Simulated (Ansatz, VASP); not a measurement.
**AlRu: VASP beside Ansatz**

```
Al Ru
1.0
     2.84202    0.00000    0.00000
     0.00000    2.84202    0.00000
     0.00000    0.00000    2.91681
Al Ru
1 1
Direct
  0.00000 0.00000 0.00000
  0.50000 0.50000 0.50000
```

Change from the starting cell: strain -0.050 along x and y, -0.025 along z, atoms carried along.

Alike in both runs: task single point; functional PBEsol; k mesh 16 × 16 × 16; occupations gaussian, width 0.15 eV; no spin polarisation.

```csv
,VASP,Ansatz
version,VASP 6.6.1,Ansatz 0.2.0
potentials or method,"VASP PAW PBE potentials, release 64 (Al, Ru_pv), cutoff 520 eV","scalar-relativistic, plane waves, PAW"
valence electrons in the cell,17,19
```

|  | VASP | Ansatz | Ansatz less VASP |
| --- | --- | --- | --- |
| gap on the k mesh at the Fermi level (eV) | none | none | - |
| pressure (GPa) | 31.9 | 31.7 | -0.21 |
| traceless stress, the component that is largest in VASP (GPa) | -4.11 | -4.09 | +0.021 |

VASP's potentials were made for PBE, not for PBEsol. A gap of «none» marks a metal or a gap that the smearing closes. Both programs put the cell under a high pressure, so it lies far from rest at this level. VASP's potentials hold 17 valence electrons a cell and Ansatz's 19, so a difference there can come from the potentials and not from the codes.
